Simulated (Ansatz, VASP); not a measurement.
# Two plane-wave programs on Sr

File INCAR:

```
SYSTEM = Sr
PREC = Accurate ; ENCUT = 520
EDIFF = 1E-7 ; ISMEAR = 0
SIGMA = 0.03 ; LREAL = .False.
LASPH = .True. ; NELM = 60
ALGO = Fast ; ISIF = 2
LWAVE = .False. ; LCHARG = .False.
GGA = PS ; NBANDS = 11
```

Contents of KPOINTS:

```
regular mesh
0
Gamma
  10 10 10
  0 0 0
```

The input POSCAR:

```
Sr
1.0
    0.0000000000      3.0423500000      3.1184087500
    3.0423500000      0.0000000000      3.1184087500
    3.0423500000      3.0423500000      0.0000000000
Sr
1
Direct
    0.0000000000      0.0000000000      0.0000000000
```

Input for Ansatz:

```yaml
crystal:
  lattice:
    - [0.0, 3.04235, 3.11840875]
    - [3.04235, 0.0, 3.11840875]
    - [3.04235, 3.04235, 0.0]
  atoms:
    - { symbol: Sr, position: [0.0, 0.0, 0.0] }
basis:
  ecutwfc: 420
kpoints:
  mp_grid: { grid: [10, 10, 10] }
hamiltonian:
  xc: pbesol
scf:
  occupations: { method: gaussian, width: 0.03 }
output:
  forces: true
  stress: true
  eigenvalues: true
```

Change from the starting cell: strain +0.000 along x and y, +0.025 along z, atoms carried along.

Alike in both runs: task single point; functional PBEsol; k mesh 10 × 10 × 10; occupations gaussian, width 0.03 eV; no spin polarisation.

|  | VASP | Ansatz |
| --- | --- | --- |
| version | VASP 6.6.1 | Ansatz 0.2.0 |
| potentials or method | VASP PAW PBE potentials, release 64 (Sr_sv), cutoff 520 eV | scalar-relativistic, plane waves, PAW |
| valence electrons in the cell | 10 | 10 |

|  | VASP | Ansatz | Ansatz less VASP |
| --- | --- | --- | --- |
| gap on the k mesh at the Fermi level (eV) | none | none | - |
| pressure (GPa) | -1.1 | -1.1 | 0.00 |

VASP's potentials were made for PBE, not for PBEsol. A gap of «none» marks a metal or a gap that the smearing closes. With one functional, cell and mesh, what is left measures potentials, basis and numerics.
